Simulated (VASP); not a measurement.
# Ni (Fm-3m) in VASP: further runs, part 2 of 2

VASP 6.6.1. Earlier steps stand in the parts before.

## (4) Single point, PBEsol, collinear spin, ferromagnetic start (volume scaled by 1.04)

Contents of INCAR:

```
  PREC = Accurate
  ENCUT = 520
  EDIFF = 1E-6
  ISMEAR = -1
  SIGMA = 0.05
  LREAL = False
  LASPH = True
  NELM = 150
  ALGO = Normal
  ISIF = 2
  LWAVE = False
  LCHARG = False
  ISPIN = 2
  MAGMOM = 1
  LORBIT = 11
  LMAXMIX = 4
  GGA = PS
  NBANDS = 15
```

Contents of KPOINTS:

```
Automatic mesh
0
Gamma
  13 13 13
```

Contents of POSCAR:

```
Ni
1.0
    0.0000000000      1.7604383569      1.7604383569
    1.7604383569      0.0000000000      1.7604383569
    1.7604383569      1.7604383569      0.0000000000
Ni
1
Direct
    0.0000000000      0.0000000000      0.0000000000
```

Potentials or basis: VASP PAW PBE potentials, release 64 (Ni).

Launch:

```console
$ cat potpaw_PBE.64/Ni/POTCAR > POTCAR
$ mpirun -np 1 vasp_std > vasp.out
```

OUTCAR:

```text
PREC = Accurate
   ENCUT = 520
   EDIFF = 1E-6
   ISMEAR = -1
   LREAL = False
   LASPH = True
   NELM = 150
   ISIF = 2
   ISPIN = 2
   LORBIT = 11
   GGA = PS

 ion  position               nearest neighbor table
   1  0.000  0.000  0.000-

  LATTYP: Found a face centered cubic cell.
 ALAT       =     3.5208767138

  Lattice vectors:

 A1 = (   0.0000000000,   1.7604383569,   1.7604383569)
 A2 = (   1.7604383569,   0.0000000000,   1.7604383569)
 A3 = (   1.7604383569,   1.7604383569,   0.0000000000)

Analysis of symmetry for initial positions (statically):
=====================================================================
 Subroutine PRICEL returns:
 Original cell was already a primitive cell.

 Routine SETGRP: Setting up the symmetry group for a
 face centered cubic supercell.

 Subroutine GETGRP returns: Found 48 space group operations
 (whereof 48 operations were pure point group operations)
 out of a pool of 48 trial point group operations.

The static configuration has the point symmetry O_h .

Analysis of symmetry for dynamics (positions and initial velocities):
=====================================================================
 Subroutine PRICEL returns:
 Original cell was already a primitive cell.

 Routine SETGRP: Setting up the symmetry group for a
 face centered cubic supercell.

 Subroutine GETGRP returns: Found 48 space group operations
 (whereof 48 operations were pure point group operations)
 out of a pool of 48 trial point group operations.

The dynamic configuration has the point symmetry O_h .

Analysis of structural, dynamic, and magnetic symmetry:
=====================================================================
 Subroutine PRICEL returns:
 Original cell was already a primitive cell.

 Routine SETGRP: Setting up the symmetry group for a
 face centered cubic supercell.

 Subroutine GETGRP returns: Found 48 space group operations
 (whereof 48 operations were pure point group operations)
 out of a pool of 48 trial point group operations.

The overall configuration has the point symmetry O_h .

 Subroutine INISYM returns: Found 48 space group operations
[... 151 lines left out ...]
 k-point     1 :       0.0000    0.0000    0.0000
  band No.  band energies     occupation
      1       0.1070      1.00000
      2       6.7288      1.00000
      3       6.7288      1.00000
      4       6.7288      1.00000
      5       7.8950      1.00000
      6       7.8950      1.00000
      7      32.8163      0.00000
      8      36.6343      0.00000
      9      36.6343      0.00000
     10      36.6343      0.00000
     11      39.5401      0.00000
     12      39.5401      0.00000
     13      39.5401      0.00000
     14      42.5800      0.00000
[... 403 lines left out ...]
      4       7.1325      1.00000
      5       8.5815      0.99999
      6       9.9590      0.00000
      7      16.9798      0.00000
      8      27.8738      0.00000
      9      29.5064      0.00000
     10      31.6662      0.00000
     11      41.6291      0.00000
     12      41.8468      0.00000
     13      44.8019      0.00000
     14      48.0642      0.00000
     15      55.1585      0.00000

 [... further k-points ...]

 spin component 2

 k-point     1 :       0.0000    0.0000    0.0000
  band No.  band energies     occupation
      1       0.0973      1.00000
      2       7.4514      1.00000
      3       7.4514      1.00000
      4       7.4514      1.00000
      5       8.5047      1.00000
      6       8.5047      1.00000
      7      32.7075      0.00000
      8      36.6374      0.00000
      9      36.6374      0.00000
     10      36.6374      0.00000
     11      39.6609      0.00000
     12      39.6609      0.00000
     13      39.6609      0.00000
     14      42.4869      0.00000
[... 403 lines left out ...]
      4       7.7710      1.00000
      5       9.3219      0.03046
      6      10.4274      0.00000
      7      17.2484      0.00000
      8      27.9316      0.00000
      9      29.5958      0.00000
     10      31.7338      0.00000
     11      41.6314      0.00000
     12      41.8947      0.00000
     13      44.8702      0.00000
     14      48.2559      0.00000
     15      56.5535      0.00000

 [... further k-points ...]
[... 5 lines left out ...]
  --------------------------------------------------------------------------------------
  -------------------------------------------------------------------------------------
  Total       -0.6895067     -0.6895067     -0.6895067     -0.0000000      0.0000000      0.0000000
  in kB     -101.2410451   -101.2410451   -101.2410451     -0.0000000      0.0000000      0.0000000
  external PRESSURE =    -101.2410451 kB  Pullay stress =       0.0000000 kB

 VOLUME and BASIS-vectors are now :
 -----------------------------------------------------------------------------
  energy-cutoff  :      520.00
  volume of cell :       10.91
      direct lattice vectors                 reciprocal lattice vectors
     0.000000000  1.760438357  1.760438357    -0.284020169  0.284020169  0.284020169
     1.760438357  0.000000000  1.760438357     0.284020169 -0.284020169  0.284020169
     1.760438357  1.760438357  0.000000000     0.284020169  0.284020169 -0.284020169

 POSITION                                       TOTAL-FORCE (eV/Angst)
 -----------------------------------------------------------------------------------
      0.00000      0.00000      0.00000        -0.000000     -0.000000     -0.000000
 -----------------------------------------------------------------------------------
    total drift:                                0.000000      0.000000      0.000000

  FREE ENERGIE OF THE ION-ELECTRON SYSTEM (eV)
  ---------------------------------------------------
  free  energy   TOTEN  =        -6.1274196024 eV

  energy  without entropy=       -6.1136443262  energy(sigma->0) =       -6.12053196

 total charge

# of ion       s       p       d       tot
------------------------------------------
    1        0.499   0.500   8.309   9.308

 magnetization (x)

# of ion       s       p       d       tot
------------------------------------------
    1       -0.006  -0.023   0.664   0.636
```

OSZICAR:

```text
N       E                     dE             d eps       ncg     rms          rms(c)
DAV:   1     0.308476397412E+02    0.30848E+02   -0.41687E+03  5383   0.849E+02
DAV:   2    -0.597738490396E+01   -0.36825E+02   -0.34172E+02  5593   0.158E+02
DAV:   3    -0.732832970353E+01   -0.13509E+01   -0.13278E+01  6258   0.298E+01
DAV:   4    -0.733655498344E+01   -0.82253E-02   -0.82241E-02  6029   0.222E+00
DAV:   5    -0.733665737925E+01   -0.10240E-03   -0.10240E-03  6343   0.223E-01    0.106E+01
DAV:   6    -0.653867103560E+01    0.79799E+00   -0.15901E+01  7315   0.440E+01    0.626E+00
DAV:   7    -0.614636002815E+01    0.39231E+00   -0.28022E+00  6791   0.165E+01    0.181E+00
DAV:   8    -0.613114113378E+01    0.15219E-01   -0.25498E-02  6136   0.106E+00    0.918E-01
DAV:   9    -0.612816225601E+01    0.29789E-02   -0.19336E-03  8300   0.248E-01    0.264E-01
DAV:  10    -0.612744205834E+01    0.72020E-03   -0.58108E-04  8605   0.118E-01    0.376E-02
DAV:  11    -0.612741772689E+01    0.24331E-04   -0.31235E-05  8122   0.322E-02    0.321E-02
DAV:  12    -0.612741966151E+01   -0.19346E-05   -0.22115E-06  4660   0.867E-03    0.504E-03
DAV:  13    -0.612741960240E+01    0.59111E-07   -0.16007E-07  4137   0.409E-03
   1 F= -.61274196E+01 E0= -.61205320E+01  d E =-.137753E-01  mag=     0.6271
```

Wall time 16 s (1 thread of Intel Xeon 6975P-C (Granite Rapids), shared host); peak memory 0.14 GiB.

Results:

* Free energy: -6.1274 eV
* Pressure: -10.1 GPa
* Net moment: 0.63 μB per cell
* Site moments: Ni +0.64 μB
* Valence electrons inside the program's atomic spheres: Ni 9.31

Caveat: the PAW data sets were made with another functional, which shifts forces and pressure a little.

## (5) Summary

| cell | gap on the mesh (eV) | pressure (GPa) | moment (μB) |
| --- | --- | --- | --- |
| a = 2.457 Å, angles 60.0°, 1 atom | none | -2.4 | 0.62 |
| a = 2.474 Å, angles 60.0°, 1 atom | none | -6.5 | 0.63 |
| a = 2.490 Å, angles 60.0°, 1 atom | none | -10.1 | 0.63 |

Alike in all rows: task single point; level PBEsol; potentials or basis VASP PAW PBE potentials, release 64 (Ni); spin collinear, ferromagnetic start; k mesh 13 × 13 × 13; cutoff (eV) 520; smearing fermi-dirac 0.05 eV.

Caveats: the PAW data sets were made with another functional, which shifts forces and pressure a little.

Total energies depend on the potentials used, so only differences within one code and one set of settings carry meaning.
